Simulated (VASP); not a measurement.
Set up this calculation in VASP 6.6.1, as the native input.

* Task: single point
* Functional: PBE
* Potentials or basis: VASP PAW PBE potentials, release 64 (B, N, Al, Ga_d, In_d)
* Cutoff: 520 eV
* k mesh: 5 × 5 × 3
* Occupations: gaussian, width 0.02 eV
* Spin: no spin polarisation
* Dipole correction: no
* Further INCAR settings: LREAL = Auto; ALGO = Normal; EDIFF = 1e-06; NBANDS = 76

The structure of Al3In3GaB3N10 lies in POSCAR:

```
Al3In3GaB3N10
1.0
    2.1758470000      2.3753020000      4.4568370000
   -2.2307160000     -2.1068980000      4.3500690000
    6.7993950000     -4.6183670000      2.0263730000
B N Al Ga In
3 10 3 1 3
Direct
    0.5192584754      0.0084525259      0.7998372500
    0.0795132020      0.0207350944      0.9477070117
    0.8176533399      0.0392898594      0.3584602205
    0.5704467274      0.8352895400      0.6626051832
    0.4934325912      0.2985245687      0.7751180358
    0.0061545339      0.8546150984      0.8547228933
    0.3664673516      0.9312042488      0.9803588818
    0.6998031990      0.9176900360      0.2656203608
    0.6809686643      0.3328762340      0.4125111657
    0.1153722482      0.9105477269      0.3712206416
    0.0625139449      0.4131400748      0.6041103462
    0.9390739588      0.3153982414      0.9732320341
    0.2950092092      0.3815924536      0.1999905828
    0.1180540384      0.4961667504      0.8011478702
    0.3838417016      0.0197420992      0.1996074564
    0.7028548614      0.4766961765      0.6069728936
    0.2926933503      0.5044860962      0.4032527985
    0.1905800243      0.9886304991      0.6027855752
    0.5223843969      0.4928372851      0.9766243484
    0.8942885851      0.5182489775      0.2001998925
```

These files were run (other wordings do the same):

INCAR

```
SYSTEM = Al3In3GaB3N10
PREC = Accurate ; ENCUT = 520
EDIFF = 1E-6 ; ISMEAR = 0
SIGMA = 0.02 ; LREAL = Auto
LASPH = .True. ; NELM = 80
ALGO = Normal ; ISIF = 2
LWAVE = .False. ; LCHARG = .False.
GGA = PE ; NBANDS = 76
```

KPOINTS

```
Automatic mesh
0
Gamma
  5 5 3
  0 0 0
```

Potentials or basis: VASP PAW PBE potentials, release 64 (B, N, Al, Ga_d, In_d).

Launch:

```console
$ cat potpaw_PBE.64/B/POTCAR potpaw_PBE.64/N/POTCAR potpaw_PBE.64/Al/POTCAR potpaw_PBE.64/Ga_d/POTCAR potpaw_PBE.64/In_d/POTCAR > POTCAR
$ mpirun -np 1 vasp_std > vasp.out
```

It gave:

The pressure is 0.0 GPa, the largest force is 0.049 eV/Å and the band gap on the k mesh is 1.29 eV (least direct gap 1.32 eV).

Caveat: spin-orbit coupling is left out, which moves the levels of the heavy elements; an odd mesh through Γ misses points on the zone boundary, where band edges can lie.

Run time: 42 min on 1 thread of Intel Xeon 8259CL (shared host), peak memory 0.58 GiB.
